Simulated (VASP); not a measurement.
Write the native input for VASP 6.6.1 that does the following.

```yaml
Task: single point
Functional: HSE06
Potentials_or_basis: VASP PAW PBE potentials, release 64 (In_d, P)
Cutoff: 520 eV
k_mesh: 6 × 6 × 6
Occupations: gaussian, width 0.01 eV
Spin: no spin polarisation
Dipole_correction: no
Grid_for_exact_exchange_PRECFOCK: Normal
Further_INCAR_settings: ALGO = Normal; EDIFF = 1e-06; NBANDS = 16
Share_of_exact_exchange: 0.25
Screening_parameter: 0.2079 1/Å
```

Crystal: InP.

```
In P
1.0
     0.00000    2.97919    2.92508
     2.97919    0.00000    2.92508
     2.97919    2.97919    0.00000
In P
1 1
Direct
  0.00000 0.00000 0.00000
  0.25000 0.25000 0.25000
```

This cell differs from its parent crystal: epitaxial xy strain +0.9%.

These files were run (other wordings do the same):

POSCAR

```
InP
1.0
    0.0000000000      2.9791902107      2.9250818287
    2.9791902107      0.0000000000      2.9250818287
    2.9791902107      2.9791902107      0.0000000000
In P
1 1
Direct
    0.0000000000      0.0000000000      0.0000000000
    0.2500000000      0.2500000000      0.2500000000
```

INCAR.step1

```
PREC = Accurate
ENCUT = 520
EDIFF = 1E-5
ISMEAR = 0
SIGMA = 0.01
LREAL = F
LASPH = T
NELM = 80
ALGO = Normal
ISIF = 2
LWAVE = T
LCHARG = F
GGA = PE
NBANDS = 16
KPAR = 4
```

INCAR.step2

```
PREC = Accurate
ENCUT = 520
EDIFF = 1E-6
ISMEAR = 0
SIGMA = 0.01
LREAL = F
LASPH = T
NELM = 80
ALGO = Normal
ISIF = 2
LWAVE = F
LCHARG = F
GGA = PE
LHFCALC = T
HFSCREEN = 0.2079
PRECFOCK = Normal
ISTART = 1
NBANDS = 16
KPAR = 4
```

KPOINTS

```
Automatic mesh
0
Gamma
  6 6 6
```

Potentials or basis: VASP PAW PBE potentials, release 64 (In_d, P).

The run is started by

```sh
$ cat potpaw_PBE.64/In_d/POTCAR potpaw_PBE.64/P/POTCAR > POTCAR
$ cp INCAR.step1 INCAR
$ mpirun -np 4 vasp_std > vasp.out
$ cp INCAR.step2 INCAR
$ mpirun -np 4 vasp_std > vasp.out
```

Results of the run:

```json
{
 "Pressure": "-0.9 GPa",
 "Band gap on the k mesh": "1.25 eV"
}
```

Caveat: the cell differs from its parent crystal (epitaxial xy strain +0.9%); the PAW data sets were made with another functional, which shifts forces and pressure a little; spin-orbit coupling is left out, which moves the levels of the heavy elements.

Wall time 40 min on 4 MPI ranks on Oxide Virtual Turin-like Processor, with other jobs on the host, peak memory 0.29 GiB a rank.
